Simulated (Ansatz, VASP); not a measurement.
## YSiRu3 in VASP and in Ansatz

```
Y Si Ru
1.0
     4.45627    0.00000    0.00000
     0.00000    4.45627    0.00000
     0.00000    0.00000    4.45627
Y Si Ru
1 1 3
Direct
  0.00000 0.00000 0.00000
  0.50000 0.50000 0.50000
  0.00000 0.50000 0.50000
  0.50000 0.00000 0.50000
  0.50000 0.50000 0.00000
```

Alike in both runs: functional PBE; k mesh 8 × 8 × 8; occupations gaussian, width 0.1 eV; no spin polarisation.

Ansatz relaxed the structure, and its values are those at the end. VASP's run is a single point on that final structure, the one shown.

|  | VASP | Ansatz |
| --- | --- | --- |
| version | VASP 6.6.1 | Ansatz 0.2.0 |
| potentials or method | VASP PAW PBE potentials, release 64 (Y_sv, Si, Ru_pv), cutoff 500 eV | scalar-relativistic, plane waves, PAW |
| valence electrons in the cell | 57 | 63 |

```csv
,VASP,Ansatz,Ansatz less VASP
gap on the k mesh at the Fermi level (eV),none,none,-
pressure (GPa),-0.1,0.0,+0.03
```

A gap of «none» marks a metal or a gap that the smearing closes. VASP's potentials hold 57 valence electrons a cell and Ansatz's 63, so a difference there can come from the potentials and not from the codes.
